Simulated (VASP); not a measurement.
A run of VASP 6.6.1 is set up as follows.

INCAR

```
PREC = Accurate
ENCUT = 500
EDIFF = 1E-6
ISMEAR = 0
SIGMA = 0.01
LREAL = F
LASPH = T
NELM = 120
ALGO = Normal
ISIF = 2
LWAVE = F
LCHARG = F
GGA = PS
NBANDS = 16
GGA_COMPAT = F
```

File KPOINTS:

```
Automatic mesh
0
Gamma
  6 6 6
```

The input POSCAR:

```
InP
1.0
    0.0000000000      2.9392392491      2.9392392491
    2.9392392491      0.0000000000      2.9392392491
    2.9392392491      2.9392392491      0.0000000000
In P
1 1
Direct
    0.0000000000      0.0000000000      0.0000000000
    0.7500000000      0.7500000000      0.7500000000
```

Potentials or basis: VASP PAW PBE potentials, release 64 (In_d, P).

Command:

```bash
$ cat potpaw_PBE.64/In_d/POTCAR potpaw_PBE.64/P/POTCAR > POTCAR
$ mpirun -np 1 vasp_std > vasp.out
```

**Question.** Predict the band gap on the k mesh.

**Answer.** 0.56 eV.

**Question.** Estimate the pressure.

**Answer.** 0.0 GPa.

Caveat: the PAW data sets were made with another functional, which shifts forces and pressure a little; spin-orbit coupling is left out, which moves the levels of the heavy elements.
